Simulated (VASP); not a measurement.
# SnTe (Pm-3m) in VASP: notebook, part 2 of 2

VASP 6.6.1.

**5. Single point, LDA (volume scaled by 0.98)**

Input file INCAR:

```
SYSTEM = SnTe
ALGO = Normal
EDIFF = 1E-7
ENCUT = 520
ISIF = 2
ISMEAR = -1
LASPH = .TRUE.
LCHARG = .FALSE.
LREAL = .FALSE.
LWAVE = .FALSE.
NBANDS = 17
NELM = 60
PREC = Accurate
SIGMA = 0.05
```

Input file KPOINTS:

```
k-points
0
G
  7 7 7
  0 0 0
```

Input file POSCAR:

```
SnTe
1.0
    3.8784931701      0.0000000000      0.0000000000
    0.0000000000      3.8784931701      0.0000000000
    0.0000000000      0.0000000000      3.8784931701
Te Sn
1 1
Direct
    0.5000000000      0.5000000000      0.5000000000
    0.0000000000      0.0000000000      0.0000000000
```

Potentials or basis: VASP PAW LDA potentials, release 64 (Te, Sn_d).

The run is started by

```console
cat potpaw_LDA.64/Te/POTCAR potpaw_LDA.64/Sn_d/POTCAR > POTCAR
mpirun -np 1 vasp_std > vasp.out
```

OUTCAR:

```text
SYSTEM = SnTe
   EDIFF = 1E-7
   ENCUT = 520
   ISIF = 2
   ISMEAR = -1
   LASPH = .TRUE.
   LREAL = .FALSE.
   NELM = 60
   PREC = Accurate

 ion  position               nearest neighbor table
   1  0.500  0.500  0.500-   2 3.36   2 3.36   2 3.36   2 3.36   2 3.36   2 3.36   2 3.36   2 3.36

   2  0.000  0.000  0.000-   1 3.36   1 3.36   1 3.36   1 3.36   1 3.36   1 3.36   1 3.36   1 3.36

  LATTYP: Found a simple cubic cell.
 ALAT       =     3.8784931701

  Lattice vectors:

 A1 = (   3.8784931701,   0.0000000000,   0.0000000000)
 A2 = (   0.0000000000,   3.8784931701,   0.0000000000)
 A3 = (   0.0000000000,   0.0000000000,   3.8784931701)

Analysis of symmetry for initial positions (statically):
=====================================================================
 Subroutine PRICEL returns:
 Original cell was already a primitive cell.

 Routine SETGRP: Setting up the symmetry group for a
 simple cubic supercell.

 Subroutine GETGRP returns: Found 48 space group operations
 (whereof 48 operations were pure point group operations)
 out of a pool of 48 trial point group operations.

The static configuration has the point symmetry O_h .

Analysis of symmetry for dynamics (positions and initial velocities):
=====================================================================
 Subroutine PRICEL returns:
 Original cell was already a primitive cell.

 Routine SETGRP: Setting up the symmetry group for a
 simple cubic supercell.

 Subroutine GETGRP returns: Found 48 space group operations
 (whereof 48 operations were pure point group operations)
 out of a pool of 48 trial point group operations.

The dynamic configuration has the point symmetry O_h .

 Subroutine INISYM returns: Found 48 space group operations
 (whereof 48 operations are pure point group operations),
 and found     1 'primitive' translations

----------------------------------------------------------------------------------------

                                     Primitive cell

  volume of cell :      58.3430

  direct lattice vectors                    reciprocal lattice vectors
     3.878493170  0.000000000  0.000000000     0.257832090  0.000000000  0.000000000
     0.000000000  3.878493170  0.000000000     0.000000000  0.257832090  0.000000000
     0.000000000  0.000000000  3.878493170     0.000000000  0.000000000  0.257832090

  length of vectors
     3.878493170  3.878493170  3.878493170     0.257832090  0.257832090  0.257832090

  position of ions in fractional coordinates (direct lattice)
     0.500000000  0.500000000  0.500000000
     0.000000000  0.000000000  0.000000000

  ion indices of the primitive-cell ions
   primitive index   ion index
                 1           1
                 2           2

----------------------------------------------------------------------------------------

 KPOINTS: k-points

Automatic generation of k-mesh.
 Grid dimensions read from file:
 generate k-points for:    7    7    7

 Generating k-lattice:

  Cartesian coordinates                     Fractional coordinates (reciprocal lattice)
     0.036833156  0.000000000  0.000000000     0.142857143  0.000000000  0.000000000
     0.000000000  0.036833156  0.000000000     0.000000000  0.142857143  0.000000000
     0.000000000  0.000000000  0.036833156     0.000000000  0.000000000  0.142857143

  Length of vectors
     0.036833156  0.036833156  0.036833156

  Shift w.r.t. Gamma in fractional coordinates (k-lattice)
     0.000000000  0.000000000  0.000000000

 Subroutine IBZKPT returns following result:
 ===========================================

 Found     20 irreducible k-points:

 Following reciprocal coordinates:
            Coordinates               Weight
  0.000000  0.000000  0.000000      1.000000
  0.142857  0.000000  0.000000      6.000000
  0.285714  0.000000  0.000000      6.000000
  0.428571  0.000000  0.000000      6.000000
  0.142857  0.142857  0.000000     12.000000
  0.285714  0.142857  0.000000     24.000000
[... 12 lines left out ...]
  0.428571  0.428571  0.285714     24.000000
  0.428571  0.428571  0.428571      8.000000
   k-points           NKPTS =     20   k-points in BZ     NKDIM =     20   number of bands    NBANDS=     17
   number of dos      NEDOS =    301   number of ions     NIONS =      2
   total plane-waves  NPLWV =  27000
   dimension x,y,z NGX =    30 NGY =   30 NGZ =   30
   dimension x,y,z NGXF=    60 NGYF=   60 NGZF=   60
   ions per type =               1   1
   NGX,Y,Z   is equivalent  to a cutoff of  12.86, 12.86, 12.86 a.u.
   NGXF,Y,Z  is equivalent  to a cutoff of  25.72, 25.72, 25.72 a.u.
 SYSTEM =  SnTe
   PREC   = accura    normal or accurate (medium, high low for compatibility)
   ISTART =      0    job   : 0-new  1-cont  2-samecut
   ICHARG =      2    charge: 1-file 2-atom 10-const
   ISPIN  =      1    spin polarized calculation?
   LNONCOLLINEAR =      F non collinear calculations
   LSORBIT =      F    spin-orbit coupling
   LASPH  =      T    aspherical Exc in radial PAW
   ENCUT  =  520.0 eV  38.22 Ry    6.18 a.u.   7.21  7.21  7.21*2*pi/ulx,y,z
   NELM   =     60;   NELMIN=  2; NELMDL= -5     # of ELM steps
   EDIFF  = 0.1E-06   stopping-criterion for ELM
   LREAL  =      F    real-space projection
   EDIFFG = 0.1E-05   stopping-criterion for IOM
   NSW    =      0    number of steps for IOM
   IBRION =     -1    ionic relax: 0-MD 1-quasi-New 2-CG
   NFREE  =      0    steps in history (QN), initial steepest desc. (CG)
   ISIF   =      2    stress and relaxation
   ISYM   =      2    0-nonsym 1-usesym 2-fastsym
   POTIM  = 0.5000    time-step for ionic-motion
   TEBEG  =    0.0;   TEEND  =   0.0 temperature during run
   PSTRESS=    0.0 pullay stress
   NELECT =      20.0000    total number of electrons
   NUPDOWN=      -1.0000    fix difference up-down
   EMIN   =  10.00;   EMAX   =-10.00  energy-range for DOS
   EFERMI =   0.00;   METHOD = LEGACY
   ISMEAR =    -1;   SIGMA  =   0.05  broadening in eV -4-tet -1-fermi 0-gaus
   EFERMI_NEDOS =   21; number of points for ismear=-14 and -15
   IALGO  =     38    algorithm
   IMIX   =      4    mixing-type and parameters
     AMIX     =   0.40;   BMIX     =  1.00
     AMIX_MAG =   1.60;   BMIX_MAG =  1.00
  volume/ion in A,a.u.               =      29.17       196.86
  Fermi-wavevector in a.u.,A,eV,Ry     =   1.145746  2.165147 17.860838  1.312735
  Thomas-Fermi vector in A             =   2.282433
   LORBIT       =      0    0 simple, 1 ext, 2 COOP (PROOUT), +10 PAW based schemes
   GGA     = CA    functional components
   LHFCALC =     F    Hartree Fock is set to
   AEXX    =    0.0000 exact exchange contribution
   IVDW    =     0    specifies the selected vdW correction
   LEPSILON=     F    determine dielectric tensor
   LRPA    =     F    only Hartree local field effects (RPA)
 non-spin polarized calculation
  energy-cutoff  :      520.00
  volume of cell :       58.34
 maximum number of plane-waves:      1588
 NGX is ok and might be reduce to    30
   NGX = 15   NGY = 15   NGZ = 15

 number of electron      19.9999986 magnetization

 Free energy of the ion-electron system (eV)
  ---------------------------------------------------
  ext. energy  EPLUGINS =         0.00000000
  ---------------------------------------------------
  free energy    TOTEN  =        -8.37312154 eV

  energy without entropy =       -8.35543865  energy(sigma->0) =       -8.36428010

 E-fermi :   7.0198     XC(G=0): -10.1831

 val. band max:        7.0086083828   @ k =   0.4286   0.4286   0.4286
 cond. band min:       7.0270646960   @ k =   0.4286   0.2857   0.0000
 fundamental gap:      0.0184563132
 Fermi energy:         7.0197989978

 k-point     1 :       0.0000    0.0000    0.0000
  band No.  band energies     occupation
      1     -14.3749      2.00000
      2     -14.3749      2.00000
      3     -14.3365      2.00000
      4     -14.3365      2.00000
      5     -14.3365      2.00000
      6      -5.4154      2.00000
[... 9 lines left out ...]
     16      18.0072      0.00000
     17      18.0072      0.00000
[... 361 lines left out ...]
 k-point    20 :       0.4286    0.4286    0.4286
  band No.  band energies     occupation
      1     -14.3601      2.00000
      2     -14.3597      2.00000
      3     -14.3597      2.00000
      4     -14.3209      2.00000
      5     -14.3209      2.00000
      6      -2.9626      2.00000
[... 9 lines left out ...]
     16      19.9540      0.00000
     17      21.7240      0.00000

------------------------ aborting loop because EDIFF is reached ----------------------------------------

  FORCE on cell =-STRESS in cart. coord.  units (eV):
  Direction    XX          YY          ZZ          XY          YZ          ZX
  --------------------------------------------------------------------------------------
  -------------------------------------------------------------------------------------
  Total       -1.5314452     -1.5314452     -1.5314452      0.0000000      0.0000000      0.0000000
  in kB      -42.0555144    -42.0555144    -42.0555144      0.0000000      0.0000000      0.0000000
  external PRESSURE =     -42.0555144 kB  Pullay stress =       0.0000000 kB

 VOLUME and BASIS-vectors are now :
 -----------------------------------------------------------------------------
  energy-cutoff  :      520.00
  volume of cell :       58.34
      direct lattice vectors                 reciprocal lattice vectors
     3.878493170  0.000000000  0.000000000     0.257832090  0.000000000  0.000000000
     0.000000000  3.878493170  0.000000000     0.000000000  0.257832090  0.000000000
     0.000000000  0.000000000  3.878493170     0.000000000  0.000000000  0.257832090

 POSITION                                       TOTAL-FORCE (eV/Angst)
 -----------------------------------------------------------------------------------
      1.93925      1.93925      1.93925         0.000000      0.000000      0.000000
      0.00000      0.00000      0.00000         0.000000      0.000000      0.000000
 -----------------------------------------------------------------------------------
    total drift:                               -0.000000     -0.000000     -0.000000

  FREE ENERGIE OF THE ION-ELECTRON SYSTEM (eV)
  ---------------------------------------------------
  free  energy   TOTEN  =        -8.3731215406 eV

  energy  without entropy=       -8.3554386542  energy(sigma->0) =       -8.36428010
```

OSZICAR:

```text
N       E                     dE             d eps       ncg     rms          rms(c)
DAV:   1     0.125140113318E+03    0.12514E+03   -0.95167E+03   697   0.141E+03
DAV:   2     0.308518445938E+01   -0.12205E+03   -0.11918E+03   737   0.345E+02
DAV:   3    -0.809764832452E+01   -0.11183E+02   -0.11086E+02   802   0.888E+01
DAV:   4    -0.843675526032E+01   -0.33911E+00   -0.33845E+00   867   0.158E+01
DAV:   5    -0.844923637056E+01   -0.12481E-01   -0.12480E-01   968   0.295E+00    0.461E+00
DAV:   6    -0.837798692172E+01    0.71249E-01   -0.18893E-01   933   0.304E+00    0.297E+00
DAV:   7    -0.837445831896E+01    0.35286E-02   -0.15253E-02   757   0.637E-01    0.131E+00
DAV:   8    -0.837315764119E+01    0.13007E-02   -0.27005E-03   941   0.258E-01    0.222E-01
DAV:   9    -0.837312649385E+01    0.31147E-04   -0.14933E-04   915   0.721E-02    0.133E-01
DAV:  10    -0.837312358351E+01    0.29103E-05   -0.48139E-05   908   0.813E-02    0.492E-02
DAV:  11    -0.837312152473E+01    0.20588E-05   -0.63282E-06   895   0.337E-02    0.866E-03
DAV:  12    -0.837312154058E+01   -0.15847E-07   -0.47271E-07   853   0.553E-03
   1 F= -.83731215E+01 E0= -.83642801E+01  d E =-.176829E-01
```

stdout:

```text
POSCAR found type information on POSCAR TeSn
 POSCAR found :  2 types and       2 ions
 scaLAPACK will be used
 LDA part: xc-table for (Slater(with rela. corr.)+CA(PZ))
 , standard interpolation
 POSCAR, INCAR and KPOINTS ok, starting setup
 FFT: planning ... GRIDC
 FFT: planning ... GRID_SOFT
 FFT: planning ... GRID
 WAVECAR not read
 entering main loop
```

Run time: 32 s. Hardware: 1 thread of AMD EPYC 7R13, shared host; peak memory 0.13 GiB.

What came out:

| Property | Result |
| --- | --- |
| Free energy | -8.3731 eV |
| Pressure | -4.2 GPa |
| Band gap on the k mesh | zero (band 10 reaches 7.27 eV, above the bottom of band 11 at 6.16 eV) |

Levels at points of the mesh, in eV from the Fermi level:
| k point | band 6 | band 7 | band 8 | band 9 | band 10 | band 11 | band 12 | band 13 | band 14 | band 15 |
| --- | --- | --- | --- | --- | --- | --- | --- | --- | --- | --- |
| (0.00, 0.00, 0.00) | -12.44 | -5.30 | -1.73 | -1.73 | -1.73 | 3.65 | 3.65 | 5.45 | 5.45 | 5.45 |

Caveat: spin-orbit coupling is left out, which moves the levels of the heavy elements.

**6. The runs side by side**

| level | potentials or basis | cell | gap on the mesh (eV) | pressure (GPa) |
| --- | --- | --- | --- | --- |
| LDA | VASP PAW LDA potentials, release 64 (Te, Sn_d) | a = 3.825 Å, 2 atoms | none | -2.7 |
| PBEsol | VASP PAW PBE potentials, release 64 (Te, Sn_d) | a = 3.825 Å, 2 atoms | none | -1.6 |
| LDA | VASP PAW LDA potentials, release 64 (Te, Sn_d) | a = 3.852 Å, 2 atoms | none | -3.5 |
| LDA | VASP PAW LDA potentials, release 64 (Te, Sn_d) | a = 3.878 Å, 2 atoms | none | -4.2 |

Alike in all rows: task single point; no spin polarisation; k mesh 7 × 7 × 7; cutoff (eV) 520; smearing fermi-dirac 0.05 eV.

Caveats: spin-orbit coupling is left out, which moves the levels of the heavy elements; the PAW data sets were made with another functional, which shifts forces and pressure a little (some runs).

Absolute energies hang on the potentials; compare differences alone.
